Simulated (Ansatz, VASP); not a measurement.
**One calculation of Ga4P, two programs**

INCAR

```
ALGO     = Normal         # electronic algorithm
EDIFF    = 1E-7           # SCF threshold, eV
ENCUT    = 520            # plane-wave cutoff, eV
GGA      = PE             # functional
ISIF     = 2              # what is computed and relaxed
ISMEAR   = 0              # smearing method
LASPH    = True           # aspherical terms in the spheres
LCHARG   = False          # write CHGCAR
LREAL    = False          # projectors in reciprocal space
LWAVE    = False          # write WAVECAR
NBANDS   = 36             # bands
NELM     = 60             # most SCF steps
PREC     = Accurate       # precision mode
SIGMA    = 0.1            # smearing width, eV
```

Contents of KPOINTS:

```
k-points
0
Gamma
  4 4 4
```

Contents of POSCAR:

```
Ga4P
1.0
    4.6854413500      0.0000000000      0.0000000000
    0.0000000000      4.6854413500      0.0000000000
    0.0000000000      0.0000000000      4.6854413500
Ga P
4 1
Direct
    0.2500000000      0.2500000000      0.2500000000
    0.7500000000      0.7500000000      0.2500000000
    0.2500000000      0.7500000000      0.7500000000
    0.7500000000      0.2500000000      0.7500000000
    0.0000000000      0.0000000000      0.0000000000
```

Input for Ansatz:

```yaml
crystal:
  lattice:
    - [4.68544135, 0.0, 0.0]
    - [0.0, 4.68544135, 0.0]
    - [0.0, 0.0, 4.68544135]
  atoms:
    - { symbol: Ga, position: [0.25, 0.25, 0.25] }
    - { symbol: Ga, position: [0.75, 0.75, 0.25] }
    - { symbol: Ga, position: [0.25, 0.75, 0.75] }
    - { symbol: Ga, position: [0.75, 0.25, 0.75] }
    - { symbol: P, position: [0.0, 0.0, 0.0] }
basis:
  ecutwfc: 420
kpoints:
  mp_grid: { grid: [4, 4, 4] }
hamiltonian:
  xc: pbe
scf:
  occupations: { method: gaussian, width: 0.1 }
  lower_state_search: "off"
output:
  forces: true
  stress: true
  eigenvalues: true
```

Change from the starting cell: species swapped into the SnI4 type (P-43m, No. 215).

Alike in both runs: task single point; functional PBE; k mesh 4 × 4 × 4; occupations gaussian, width 0.1 eV; no spin polarisation.

|  | VASP | Ansatz |
| --- | --- | --- |
| version | VASP 6.6.1 | Ansatz 0.2.0 |
| potentials or method | VASP PAW PBE potentials, release 64 (Ga_d, P), cutoff 520 eV | scalar-relativistic, plane waves, PAW |
| valence electrons in the cell | 57 | 57 |

```csv
,VASP,Ansatz,Ansatz less VASP
gap on the k mesh at the Fermi level (eV),none,none,-
pressure (GPa),19.3,19.5,+0.13
```

A gap of «none» marks a metal or a gap that the smearing closes. With one functional, cell and mesh, what is left measures potentials, basis and numerics.
